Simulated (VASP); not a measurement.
Here is a VASP 6.6.1 calculation.

The input INCAR:

```
ALGO = Normal
EDIFF = 1E-7
EDIFFG = -0.05
ENCUT = 450
GGA = CA
GGA_COMPAT = F
IBRION = 2
ISIF = 2
ISMEAR = -1
KPAR = 4
LASPH = T
LCHARG = F
LREAL = F
LWAVE = F
NELM = 120
NELMIN = 4
NSW = 60
PREC = Accurate
SIGMA = 0.1
```

Contents of KPOINTS:

```
k-points
0
Gamma
  2 3 3
```

The input POSCAR:

```
Sn
1.0
   -5.6839560000      5.6839560000      5.6839560000
    3.7893040000     -3.7893040000      3.7893040000
    3.7893040000      3.7893040000     -3.7893040000
Sn
11
Direct
    0.0000000000      0.0000000000      0.5000000000
    0.0000000000      0.5000000000      0.0000000000
    0.0000000000      0.5000000000      0.5000000000
    0.3333333333      0.0000000000      0.0000000000
    0.3333333333      0.0000000000      0.5000000000
    0.3333333333      0.5000000000      0.0000000000
    0.3333333333      0.5000000000      0.5000000000
    0.6666666667      0.0000000000      0.0000000000
    0.6666666667      0.0000000000      0.5000000000
    0.6666666667      0.5000000000      0.0000000000
    0.6666666667      0.5000000000      0.5000000000
```

Potentials or basis: VASP PAW LDA potentials, release 64 (Sn_d).

Command:

```sh
$ cat potpaw_LDA.64/Sn_d/POTCAR > POTCAR
$ mpirun -np 4 vasp_std > vasp.out
```

(1) Predict the energy gained by relaxing.

(2) Predict the band gap on the k mesh.

Answers

(1) 12.5 meV/atom.

(2) zero (bands 77 and 78 overlap by 0.78 eV).

Caveat: the k points lie up to 0.39 Å⁻¹ apart, too coarse for converged energies and pressures of a metal; spin-orbit coupling is left out, which moves the levels of the heavy elements.
